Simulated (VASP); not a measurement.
Bi: single point with PBE

Crystal: Bi.

```
Bi
1.0
    -1.98143    1.98143    1.98143
     1.98143   -1.98143    1.98143
     1.98143    1.98143   -1.98143
Bi
1
Direct
  0.00000 0.00000 0.00000
```

```
Program             : VASP 6.6.1
Task                : single point
Functional          : PBE
Potentials or basis : VASP PAW PBE potentials, release 64 (Bi_d)
Cutoff              : 520 eV
k mesh              : 4 × 4 × 4
Occupations         : fermi-dirac, width 0.02 eV
Spin                : no spin polarisation
```

| Property | Result |
| --- | --- |
| Pressure | 2.3 GPa |

Levels at points of the mesh, in eV from the Fermi level:
```tsv
k point	band 5	band 6	band 7	band 8	band 9	band 10
(0.00, 0.00, 0.00)	-22.40	-13.01	5.63	5.63	5.63	9.62
(0.50, 0.00, 0.00)	-22.32	-9.97	-4.56	2.09	3.96	6.47
(0.50, 0.50, 0.50)	-22.34	-7.86	-1.29	-1.29	-1.29	4.03
```

It took 3.2 s on 1 thread of Intel Xeon 6975P-C, with other jobs on the host, peak memory 0.15 GiB.

Caveat: the k points lie up to 0.56 Å⁻¹ apart; spin-orbit coupling is left out, which moves the levels of the heavy elements.
